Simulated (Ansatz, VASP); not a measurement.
Si: VASP beside Ansatz

The input INCAR:

```
SYSTEM = Si
  PREC = Accurate
  ENCUT = 520
  EDIFF = 1E-7
  ISMEAR = 0
  SIGMA = 0.05
  LREAL = .False.
  LASPH = .True.
  NELM = 60
  ALGO = Normal
  ISIF = 2
  LWAVE = .False.
  LCHARG = .False.
  GGA = PE
  NBANDS = 11
```

File KPOINTS:

```
Automatic mesh
0
Gamma
  10 10 10
  0 0 0
```

Contents of POSCAR:

```
Si
1.0
    0.0000000000      2.9739516344      2.4790860824
    2.9739516344      0.0000000000      2.4790860824
    2.9739516344      2.9739516344      0.0000000000
Si
2
Direct
    0.5000000000      0.5000000000      0.5000000000
    0.7500000000      0.7500000000      0.7500000000
```

Input for Ansatz:

```yaml
crystal:
  lattice:
    - [0.0, 2.9739516344, 2.4790860824]
    - [2.9739516344, 0.0, 2.4790860824]
    - [2.9739516344, 2.9739516344, 0.0]
  atoms:
    - { symbol: Si, position: [0.5, 0.5, 0.5] }
    - { symbol: Si, position: [0.75, 0.75, 0.75] }
basis:
  ecutwfc: 420
kpoints:
  mp_grid: { grid: [10, 10, 10] }
hamiltonian:
  xc: pbe
  pseudopotentials: { kind: paw, azcp: { folder: soft_1 } }
scf:
  occupations: { method: gaussian, width: 0.05 }
output:
  forces: true
  stress: true
  eigenvalues: true
```

Alike in both runs: task single point; functional PBE; k mesh 10 × 10 × 10; occupations gaussian, width 0.05 eV; no spin polarisation.

```csv
,VASP,Ansatz
version,VASP 6.6.1,Ansatz 0.2.0
potentials or method,"VASP PAW PBE potentials, release 64 (Si), cutoff 520 eV","scalar-relativistic, plane waves, PAW"
valence electrons in the cell,8,8
```

Ansatz gave:

* gap on the k mesh at the Fermi level (eV): none
* pressure (GPa): -6.2
* traceless stress, the component that is largest in VASP (GPa): 7.68

Problem. What did VASP give for the same quantities?

Solution. gap on the k mesh at the Fermi level (eV): none; pressure (GPa): -6.2; traceless stress, the component that is largest in VASP (GPa): 7.70.

A gap of «none» marks a metal or a gap that the smearing closes.
